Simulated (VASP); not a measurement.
# BN (C2/m) in VASP: further runs, part 2 of 2

VASP 6.6.1. Earlier steps stand in the parts before.

### Step 4. Single point, PBEsol (strain +0.0525 x Voigt [0, 0, 0, 1, 0, 0])

INCAR reads:

```
ALGO     = Normal         # electronic algorithm
EDIFF    = 1E-6           # SCF threshold, eV
ENCUT    = 520            # plane-wave cutoff, eV
GGA      = PS             # functional
ISIF     = 2              # what is computed and relaxed
ISMEAR   = 0              # smearing method
LASPH    = T              # aspherical terms in the spheres
LCHARG   = T              # write CHGCAR
LELF     = T              # ELF
LREAL    = F              # projectors in reciprocal space
LVHAR    = T            
LWAVE    = F              # write WAVECAR
NBANDS   = 16             # bands
NELM     = 100            # most SCF steps
PREC     = Accurate       # precision mode
SIGMA    = 0.05           # smearing width, eV
```

KPOINTS reads:

```
k-points
0
Gamma
  12 12 4
```

POSCAR reads:

```
BN
1.0
    2.5043488457      0.0000000000      0.0000000000
   -1.2521744229      2.1688297203      0.0569317802
    0.0000000000      0.1842512614      7.0190956742
B N
2 2
Direct
    0.3333333333      0.6666666667      0.2500000000
    0.6666666667      0.3333333333      0.7500000000
    0.3333333333      0.6666666667      0.7500000000
    0.6666666667      0.3333333333      0.2500000000
```

Potentials or basis: VASP PAW PBE potentials, release 64 (B, N).

Launch:

```console
> cat potpaw_PBE.64/B/POTCAR potpaw_PBE.64/N/POTCAR > POTCAR
> mpirun -np 1 vasp_std > vasp.out
```

OUTCAR:

```text
EDIFF = 1E-6
   ENCUT = 520
   GGA = PS
   ISIF = 2
   ISMEAR = 0
   LASPH = T
   LREAL = F
   NELM = 100
   PREC = Accurate

 ion  position               nearest neighbor table
   1  0.333  0.667  0.250-   4 1.45   4 1.45   4 1.45
   2  0.667  0.333  0.750-   3 1.45   3 1.45   3 1.45
   3  0.333  0.667  0.750-   2 1.45   2 1.45   2 1.45
   4  0.667  0.333  0.250-   1 1.45   1 1.45   1 1.45

  LATTYP: Found a base centered monoclinic cell.
 ALAT       =     4.3391536425
 B/A-ratio  =     0.5771514567
 C/A-ratio  =     1.6181758320
 COS(beta)  =    -0.0524638491

  Lattice vectors:

 A1 = (  -1.2521744228,  -2.1688297203,  -0.0569317802)
 A2 = (   1.2521744229,  -2.1688297203,  -0.0569317802)
 A3 = (   0.0000000000,   0.1842512614,   7.0190956742)

Analysis of symmetry for initial positions (statically):
=====================================================================
 Subroutine PRICEL returns:
 Original cell was already a primitive cell.

 Routine SETGRP: Setting up the symmetry group for a
 base centered monoclinic supercell.

 Subroutine GETGRP returns: Found  4 space group operations
 (whereof  4 operations were pure point group operations)
 out of a pool of  4 trial point group operations.

The static configuration has the point symmetry C_2h.

Analysis of symmetry for dynamics (positions and initial velocities):
=====================================================================
 Subroutine PRICEL returns:
 Original cell was already a primitive cell.

 Routine SETGRP: Setting up the symmetry group for a
 base centered monoclinic supercell.

 Subroutine GETGRP returns: Found  4 space group operations
 (whereof  4 operations were pure point group operations)
 out of a pool of  4 trial point group operations.

[... 116 lines left out ...]
   NUPDOWN=      -1.0000    fix difference up-down
   EMIN   =  10.00;   EMAX   =-10.00  energy-range for DOS
   EFERMI =   0.00;   METHOD = LEGACY
   ISMEAR =     0;   SIGMA  =   0.05  broadening in eV -4-tet -1-fermi 0-gaus
   EFERMI_NEDOS =   21; number of points for ismear=-14 and -15
   IALGO  =     38    algorithm
   IMIX   =      4    mixing-type and parameters
     AMIX     =   0.40;   BMIX     =  1.00
     AMIX_MAG =   1.60;   BMIX_MAG =  1.00
  volume/ion in A,a.u.               =       9.52        64.27
  Fermi-wavevector in a.u.,A,eV,Ry     =   1.225973  2.316752 20.449680  1.503009
  Thomas-Fermi vector in A             =   2.360991
   LORBIT       =      0    0 simple, 1 ext, 2 COOP (PROOUT), +10 PAW based schemes
   GGA     = PS    functional components
   LHFCALC =     F    Hartree Fock is set to
   AEXX    =    0.0000 exact exchange contribution
   IVDW    =     0    specifies the selected vdW correction
   LEPSILON=     F    determine dielectric tensor
   LRPA    =     F    only Hartree local field effects (RPA)
 non-spin polarized calculation
 Gauss-broadening in eV      SIGMA  =   0.05
  energy-cutoff  :      520.00
  volume of cell :       38.10
 maximum number of plane-waves:      1045
   NGX =  9   NGY =  9   NGZ = 27

 number of electron      15.9999998 magnetization

 Free energy of the ion-electron system (eV)
  ---------------------------------------------------
  ext. energy  EPLUGINS =         0.00000000
  ---------------------------------------------------
  free energy    TOTEN  =       -36.56999745 eV

  energy without entropy =      -36.56999745  energy(sigma->0) =      -36.56999745

 E-fermi :   2.0584     XC(G=0):  -9.9328

 val. band max:        1.8207538005   @ k =   0.3333   0.3333   0.5000
 cond. band min:       6.0234085422   @ k =   0.5000   0.0000   0.0000
 fundamental gap:      4.2026547417
 Fermi energy:         2.0584258015

 k-point     1 :       0.0000    0.0000    0.0000
  band No.  band energies     occupation
      1     -15.9446      2.00000
      2     -15.7466      2.00000
      3      -4.2996      2.00000
      4      -2.6390      2.00000
      5       0.4547      2.00000
      6       0.4557      2.00000
[... 433 lines left out ...]
      3      -6.8350      2.00000
      4      -6.7831      2.00000
      5      -3.7200      2.00000
      6      -3.6776      2.00000
[... 8 lines left out ...]
     15      16.0197      0.00000
     16      18.7372      0.00000

 [... further k-points ...]
[... 5 lines left out ...]
  --------------------------------------------------------------------------------------
  -------------------------------------------------------------------------------------
  Total        0.0999746      0.0432298     -0.0148318     -0.0000000     -0.0312037      0.0000000
  in kB        4.2043420      1.8179926     -0.6237383     -0.0000000     -1.3122460      0.0000000
  external PRESSURE =       1.7995321 kB  Pullay stress =       0.0000000 kB

 VOLUME and BASIS-vectors are now :
 -----------------------------------------------------------------------------
  energy-cutoff  :      520.00
  volume of cell :       38.10
      direct lattice vectors                 reciprocal lattice vectors
     2.504348846  0.000000000  0.000000000     0.399305393  0.230698042 -0.006055824
    -1.252174423  2.168829720  0.056931780     0.000000000  0.461396083 -0.012111647
     0.000000000  0.184251261  7.019095674     0.000000000 -0.003742377  0.142566733

 POSITION                                       TOTAL-FORCE (eV/Angst)
 -----------------------------------------------------------------------------------
     -0.00000      1.49195      1.79273        -0.000000      0.003538     -0.000073
      1.25217      0.86113      5.28330         0.000000     -0.003538      0.000073
     -0.00000      1.58407      5.30228        -0.000000      0.001887      0.000255
      1.25217      0.76901      1.77375         0.000000     -0.001887     -0.000255
 -----------------------------------------------------------------------------------
    total drift:                                0.000000     -0.000000     -0.000000

  FREE ENERGIE OF THE ION-ELECTRON SYSTEM (eV)
  ---------------------------------------------------
  free  energy   TOTEN  =       -36.5699974451 eV

  energy  without entropy=      -36.5699974451  energy(sigma->0) =      -36.56999745
```

OSZICAR:

```text
N       E                     dE             d eps       ncg     rms          rms(c)
DAV:   1     0.477887219707E+02    0.47789E+02   -0.79173E+03  5264   0.919E+02
DAV:   2    -0.367199432729E+02   -0.84509E+02   -0.77126E+02  7336   0.218E+02
DAV:   3    -0.400396497983E+02   -0.33197E+01   -0.33080E+01  6712   0.431E+01
DAV:   4    -0.400625215363E+02   -0.22872E-01   -0.22868E-01  6784   0.397E+00
DAV:   5    -0.400627577958E+02   -0.23626E-03   -0.23626E-03  6704   0.385E-01    0.110E+01
DAV:   6    -0.369602780166E+02    0.31025E+01   -0.49583E+00  6976   0.168E+01    0.504E+00
DAV:   7    -0.366605329163E+02    0.29975E+00   -0.54268E-01  7160   0.525E+00    0.310E+00
DAV:   8    -0.365734720648E+02    0.87061E-01   -0.23180E-01  6968   0.319E+00    0.475E-01
DAV:   9    -0.365689990358E+02    0.44730E-02   -0.15317E-02  5872   0.978E-01    0.181E-01
DAV:  10    -0.365698695639E+02   -0.87053E-03   -0.11642E-03  6352   0.258E-01    0.311E-02
DAV:  11    -0.365699850834E+02   -0.11552E-03   -0.80795E-05  6424   0.675E-02    0.221E-02
DAV:  12    -0.365699973256E+02   -0.12242E-04   -0.26094E-05  6008   0.330E-02    0.211E-03
DAV:  13    -0.365699974451E+02   -0.11950E-06   -0.55966E-07  5848   0.589E-03
   1 F= -.36569997E+02 E0= -.36569997E+02  d E =-.150806E-13
```

Run time: 2 min. Hardware: 1 thread of Intel Xeon Platinum 8259CL at 2.50GHz (Skylake/Cascade Lake), shared host; peak memory 0.21 GiB.

Results:

* Free energy: -36.5700 eV
* Pressure: 0.2 GPa
* Largest force: 0.004 eV/Å
* Band gap on the k mesh: 4.20 eV, indirect (least direct gap 4.41 eV)

Forces on the atoms (eV/Å):
```
B    0.000  0.004  0.000
B    0.000 -0.004  0.000
N    0.000  0.002  0.000
N    0.000 -0.002  0.000
```

Levels at points of the mesh, in eV from the valence-band top:
```csv
k point,band 4,band 5,band 6,band 7,band 8,band 9,band 10,band 11,band 12,band 13
"(0.00, 0.00, 0.00)",-4.46,-1.37,-1.37,-1.35,-1.34,4.71,9.46,11.46,11.46,11.53
"(0.50, 0.00, 0.00)",-8.92,-4.19,-4.15,-1.37,-0.61,4.20,5.30,9.34,9.86,12.23
"(0.00, 0.50, 0.00)",-8.92,-4.18,-4.14,-1.36,-0.62,4.20,5.28,9.38,9.85,12.28
"(0.00, 0.00, 0.50)",-5.38,-1.36,-1.36,-1.36,-1.35,6.81,6.81,11.49,11.49,11.50
"(0.50, 0.00, 0.50)",-8.93,-4.17,-4.17,-1.02,-0.94,4.50,4.72,9.74,9.74,12.93
"(0.00, 0.50, 0.50)",-8.92,-4.16,-4.16,-1.05,-0.91,4.40,4.84,9.74,9.75,12.82
```

Caveat: the cell differs from its parent crystal (strain +0.0525 x Voigt [0, 0, 0, 1, 0, 0]); the PAW data sets were made with another functional, which shifts forces and pressure a little; this functional lacks dispersion, which binds the layers, so the pressure and a relaxed spacing across them are unreliable. A k mesh can miss the band edges.

### Step 5. The runs side by side

| cell | gap on the mesh (eV) | pressure (GPa) |
| --- | --- | --- |
| a = 2.504, b = 2.505, c = 7.022 Å, angles 93.0, 90.0, 120.0°, 4 atoms | 4.20 | 0.1 |
| a = 2.504, b = 2.505, c = 7.021 Å, angles 87.8, 90.0, 120.0°, 4 atoms | 4.21 | 0.2 |
| a = 2.504, b = 2.505, c = 7.022 Å, angles 87.4, 90.0, 120.0°, 4 atoms | 4.20 | 0.2 |

Alike in all rows: task single point; level PBEsol; potentials or basis VASP PAW PBE potentials, release 64 (B, N); no spin polarisation; k mesh 12 × 12 × 4; cutoff (eV) 520; smearing gaussian 0.05 eV.

Caveats: the PAW data sets were made with another functional, which shifts forces and pressure a little; this functional lacks dispersion, which binds the layers, so the pressure and a relaxed spacing across them are unreliable.

Absolute energies hang on the potentials; compare differences alone.
